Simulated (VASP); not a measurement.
Here is a VASP 6.6.1 calculation.

File INCAR:

```
SYSTEM = Li
ALGO = Normal
EDIFF = 1E-6
EDIFFG = -0.005
ENCUT = 600
GGA = PE
IBRION = 2
ISIF = 4
ISMEAR = -1
LASPH = .TRUE.
LCHARG = .FALSE.
LREAL = .FALSE.
LWAVE = .FALSE.
NELM = 80
NSW = 50
PREC = Accurate
SIGMA = 0.1
```

The input KPOINTS:

```
k-points
0
G
  14 14 8
  0 0 0
```

File POSCAR:

```
Li
1.0
    2.3085080626      0.0000000000      0.0000000000
   -1.1542540313      1.9992266271      0.0000000000
    0.0000000000      0.0000000000      3.7737224191
Li
2
Direct
    0.3333333333      0.6666666667      0.2500000000
    0.6666666667      0.3333333333      0.7500000000
```

Potentials or basis: VASP PAW PBE potentials, release 64 (Li_sv).

Command:

```console
$ cat potpaw_PBE.64/Li_sv/POTCAR > POTCAR
$ mpirun -np 1 vasp_std > vasp.out
```

Q: Predict the band gap on the k mesh.

A: Zero (band 3 reaches 6.97 eV, above the bottom of band 4 at 1.18 eV).

Final structure:
```
CELL_PARAMETERS angstrom
2.30637 0.00000 0.00000
-1.15319 1.99738 0.00000
0.00000 0.00000 3.78071
ATOMIC_POSITIONS crystal
Li 0.33333 0.66667 0.25000
Li 0.66667 0.33333 0.75000
```
